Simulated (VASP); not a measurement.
A run of VASP 6.6.1:

Contents of INCAR:

```
SYSTEM = ZrTiS3
PREC = Accurate
ENCUT = 520
EDIFF = 1E-6
ISMEAR = 0
SIGMA = 0.1
LREAL = .False.
LASPH = .True.
NELM = 80
ALGO = Normal
ISIF = 2
LWAVE = .False.
LCHARG = .False.
GGA = PE
NBANDS = 29
```

KPOINTS

```
Automatic mesh
0
Gamma
  8 8 8
  0 0 0
```

Contents of POSCAR:

```
ZrTiS3
1.0
    4.6071106850      0.0000000000      0.0000000000
    0.0000000000      4.6071106850      0.0000000000
    0.0000000000      0.0000000000      4.6071106850
Zr Ti S
1 1 3
Direct
    0.5000000000      0.5000000000      0.5000000000
    0.0000000000      0.0000000000      0.0000000000
    0.0000000000      0.5000000000      0.0000000000
    0.0000000000      0.0000000000      0.5000000000
    0.5000000000      0.0000000000      0.0000000000
```

Potentials or basis: VASP PAW PBE potentials, release 64 (Zr_sv, Ti_sv, S).

Command:

```console
$ cat potpaw_PBE.64/Zr_sv/POTCAR potpaw_PBE.64/Ti_sv/POTCAR potpaw_PBE.64/S/POTCAR > POTCAR
$ mpirun -np 1 vasp_std > vasp.out
```

Hardware: 1 thread of Intel(R) Xeon(R) 6975P-C (Granite Rapids) (shared host).

Estimate the wall time of this run.

Wall time 41 s on 1 thread of Intel(R) Xeon(R) 6975P-C (Granite Rapids), with other jobs on the host, peak memory 0.26 GiB. Counts: scf iterations 15, k points 35.
